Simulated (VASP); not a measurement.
AgSb:

```
Ag Sb
1.0
     0.00000    2.98066    2.98066
     2.98066    0.00000    2.98066
     2.98066    2.98066    0.00000
Ag Sb
1 1
Direct
  0.00000 0.00000 0.00000
  0.75000 0.75000 0.75000
```

```yaml
Program: VASP 6.6.1
Task: relaxation of cell and atoms
Functional: PBE
Potentials_or_basis: VASP PAW PBE potentials, release 64 (Ag, Sb)
Cutoff: 600 eV
k_mesh: 6 × 6 × 6
Occupations: gaussian, width 0.1 eV
Spin: no spin polarisation
```

At the start: pressure 9.8 GPa; volume 26.48 Å³/atom.

Problem. Where does the relaxation end?

Solution. Over 3 steps the energy falls by 108.9 meV/atom and the volume is 30.58 Å³/atom (+15.5 %); space group F-43m (No. 216, to 0.1 Å) before and after.

Step by step:
```tsv
step	energy change (eV)	largest force (eV/Å)	pressure (GPa)	volume (Å³)
1	0.0000	0.0000	9.84	52.96
2	-0.1636	0.0000	-3.03	66.44
3	-0.2178	0.0000	0.02	61.17
```

Final structure:
```yaml
crystal:
  lattice:
    - [0.00000, 3.12729, 3.12729]
    - [3.12729, 0.00000, 3.12729]
    - [3.12729, 3.12729, 0.00000]
  atoms:
    - { symbol: Ag, position: [0.00000, 0.00000, 0.00000] }
    - { symbol: Sb, position: [0.75000, 0.75000, 0.75000] }
```

Caveat: the volume moved by over 15 % at a fixed basis, so the end points are rough.
